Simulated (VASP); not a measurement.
Here is a VASP 6.6.1 calculation.

File INCAR:

```
SYSTEM = Si2Ni
PREC = Accurate
ENCUT = 520
EDIFF = 1E-6
ISMEAR = 1
SIGMA = 0.1
LREAL = .FALSE.
LASPH = .TRUE.
NELM = 100
ALGO = Normal
ISIF = 2
LWAVE = .FALSE.
LCHARG = .FALSE.
GGA = PS
NBANDS = 48
```

Contents of KPOINTS:

```
Automatic mesh
0
G
  10 10 10
  0 0 0
```

Contents of POSCAR:

```
Si2Ni
1.0
    5.3887241710      0.0000000000      0.0000000000
    0.0000000000      5.3887241710      0.0000000000
    0.0000000000      0.0000000000      5.3887241710
Ni Si
4 8
Direct
    0.0000000000      0.0000000000      0.0000000000
    0.0000000000      0.5000000000      0.5000000000
    0.5000000000      0.0000000000      0.5000000000
    0.5000000000      0.5000000000      0.0000000000
    0.2500000000      0.2500000000      0.2500000000
    0.7500000000      0.7500000000      0.7500000000
    0.2500000000      0.7500000000      0.7500000000
    0.7500000000      0.2500000000      0.2500000000
    0.7500000000      0.2500000000      0.7500000000
    0.2500000000      0.7500000000      0.2500000000
    0.7500000000      0.7500000000      0.2500000000
    0.2500000000      0.2500000000      0.7500000000
```

Potentials or basis: VASP PAW PBE potentials, release 64 (Ni, Si).

Command:

```sh
$ cat potpaw_PBE.64/Ni/POTCAR potpaw_PBE.64/Si/POTCAR > POTCAR
$ mpirun -np 1 vasp_std > vasp.out
```

(1) Estimate the pressure.

(2) What does it give for the band gap on the k mesh?

## Answers

(1) 0.1 GPa.

(2) zero (bands 36 and 37 overlap by 0.73 eV).

Caveat: the PAW data sets were made with another functional, which shifts forces and pressure a little.
